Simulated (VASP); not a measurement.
Runs of VASP 6.6.1 on Si2W. The structure is that of space group I4/mmm (No. 139), or close to it. The cells are those of the table. 

```tsv
cell	k mesh	smearing	gap on the mesh (eV)	pressure (GPa)	largest force (eV/Å)
a = 3.211, b = 3.211, c = 7.805 Å, 6 atoms	12 × 12 × 6	gaussian 0.1 eV	none	0.3	0.01
a = 3.067, b = 3.067, c = 8.015 Å, 6 atoms	12 × 12 × 6	gaussian 0.1 eV	none	(b)	(a)
a = 3.211, b = 3.211, c = 7.805 Å, 6 atoms	10 × 10 × 6	gaussian 0.15 eV	none	0.3	0.02
a = 3.356, b = 3.356, c = 7.705 Å, 6 atoms	12 × 12 × 6	gaussian 0.1 eV	none	-13.0	0.01
a = 3.259, b = 3.259, c = 7.734 Å, 6 atoms	12 × 12 × 6	gaussian 0.1 eV	none	-3.8	0.04
a = 3.356, b = 3.356, c = 7.594 Å, 6 atoms	12 × 12 × 6	gaussian 0.1 eV	none	-9.7	0.01
a = 3.067, b = 3.067, c = 7.955 Å, 6 atoms	12 × 12 × 6	gaussian 0.1 eV	none	19.4	0.01
a = 3.308, b = 3.308, c = 7.734 Å, 6 atoms	12 × 12 × 6	gaussian 0.1 eV	none	-9.2	0.01
```

Alike in all rows: task single point; level r2SCAN; potentials or basis VASP PAW PBE potentials, release 64 (Si, W_sv); no spin polarisation; cutoff (eV) 520.

Estimate the missing entries.

(a) 0.05; (b) 17.2.

Caveats: the PAW data sets were made with another functional, which shifts forces and pressure a little; spin-orbit coupling is left out, which moves the levels of the heavy elements.

A k mesh can miss the band edges, and the runs leave out spin-orbit coupling on W.

A gap of «none» marks levels without a gap at the run's occupations.
